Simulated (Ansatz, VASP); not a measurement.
Two plane-wave programs on HfN

File INCAR:

```
PREC = Accurate ; ENCUT = 520
EDIFF = 1E-6 ; ISMEAR = 0
SIGMA = 0.1 ; LREAL = False
LASPH = True ; NELM = 60
ALGO = Normal ; ISIF = 2
LWAVE = False ; LCHARG = True
GGA = PE ; LELF = True
LVHAR = True ; NBANDS = 14
```

Contents of KPOINTS:

```
Automatic mesh
0
Gamma
  14 14 14
```

POSCAR

```
HfN
1.0
    0.0000000000      2.5544386768      2.5544386768
    2.5544386768      0.0000000000      2.5544386768
    2.5544386768      2.5544386768      0.0000000000
Hf N
1 1
Direct
    0.0000000000      0.0000000000      0.0000000000
    0.7500000000      0.7500000000      0.7500000000
```

Input for Ansatz:

```yaml
crystal:
  lattice:
    - [0.0, 2.5544386768, 2.5544386768]
    - [2.5544386768, 0.0, 2.5544386768]
    - [2.5544386768, 2.5544386768, 0.0]
  atoms:
    - { symbol: Hf, position: [0.0, 0.0, 0.0] }
    - { symbol: "N", position: [0.75, 0.75, 0.75] }
basis:
  ecutwfc: 420
kpoints:
  mp_grid: { grid: [14, 14, 14] }
hamiltonian:
  xc: pbe
scf:
  occupations: { method: gaussian, width: 0.1 }
output:
  forces: true
  stress: true
  eigenvalues: true
  populations: true
```

Alike in both runs: task single point; functional PBE; k mesh 14 × 14 × 14; occupations gaussian, width 0.1 eV; no spin polarisation.

|  | VASP | Ansatz |
| --- | --- | --- |
| version | VASP 6.6.1 | Ansatz 0.2.0 |
| potentials or method | VASP PAW PBE potentials, release 64 (Hf_pv, N), cutoff 520 eV | scalar-relativistic, plane waves, PAW |
| valence electrons in the cell | 15 | 31 |

VASP gave:

* gap on the k mesh at the Fermi level (eV): none
* pressure (GPa): -18.4

Q: What did Ansatz give for the same quantities?

A: gap on the k mesh at the Fermi level (eV): none; pressure (GPa): -17.3.

A gap of «none» marks a metal or a gap that the smearing closes. With one functional, cell and mesh, what is left measures potentials, basis and numerics. VASP's potentials hold 15 valence electrons a cell and Ansatz's 31, so a difference there can come from the potentials and not from the codes.

Neither program's run includes spin-orbit coupling.
